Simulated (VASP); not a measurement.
The system is CuMoH6.

```
CELL_PARAMETERS angstrom
0.00000 3.33264 3.33264
3.33264 0.00000 3.33264
3.33264 3.33264 0.00000
ATOMIC_POSITIONS crystal
Cu 0.25000 0.25000 0.25000
H 0.81827 0.18173 0.18173
H 0.18173 0.81827 0.81827
H 0.18173 0.81827 0.18173
H 0.81827 0.18173 0.81827
H 0.18173 0.18173 0.81827
H 0.81827 0.81827 0.18173
Mo 0.50000 0.50000 0.50000
```

The cell was built from a structure type or drawn by symmetry, and may not be a known phase.

```yaml
Program: VASP 6.6.1
Task: relaxation of cell and atoms
Functional: PBE
Potentials_or_basis: VASP PAW PBE potentials, release 64 (Cu, H, Mo_sv)
Cutoff: 600 eV
k_mesh: 4 × 4 × 4
Occupations: gaussian, width 0.1 eV
Spin: no spin polarisation
```

At the start: pressure -19.6 GPa; volume 9.25 Å³/atom.

Q: How do energy, volume and symmetry change on relaxing?

A: Over 10 steps the energy falls by 282.9 meV/atom and the volume is 7.44 Å³/atom (-19.6 %); space group F-43m (No. 216, to 0.1 Å) before and after.

The path:
| step | energy change (eV) | largest force (eV/Å) | pressure (GPa) | volume (Å³) |
| --- | --- | --- | --- | --- |
| 1 | 0.0000 | 1.3953 | -19.64 | 74.03 |
| 2 | -1.6669 | 1.1469 | -10.49 | 62.53 |
| 3 | -2.1052 | 0.5145 | 3.29 | 55.35 |
| 4 | -2.1039 | 0.4700 | 4.26 | 55.01 |
| 5 | -2.1921 | 0.1943 | 4.41 | 55.91 |
| 6 | -2.2262 | 0.1306 | 4.85 | 56.86 |
| 7 | -2.2620 | 0.0644 | -0.46 | 59.69 |
| 8 | -2.2624 | 0.0470 | -0.09 | 59.43 |
| 9 | -2.2624 | 0.0438 | 0.02 | 59.38 |
| 10 | -2.2629 | 0.0178 | 0.02 | 59.49 |

Final structure:
```xyz
8
Lattice="0.0000 3.0983 3.0983 3.0983 0.0000 3.0983 3.0983 3.0983 0.0000" Properties=species:S:1:pos:R:3 pbc="T T T"
Cu    1.5492    1.5492    1.5492
H     1.3084    3.0983    3.0983
H     4.8883    3.0983    3.0983
H     3.0983    1.3084    3.0983
H     3.0983    4.8883    3.0983
H     3.0983    3.0983    1.3084
H     3.0983    3.0983    4.8883
Mo    3.0983    3.0983    3.0983
```

Caveat: the k points lie up to 0.44 Å⁻¹ apart in the final cell, too coarse for converged energies and pressures of a metal; the volume moved by over 15 % at a fixed basis, so the end points are rough.
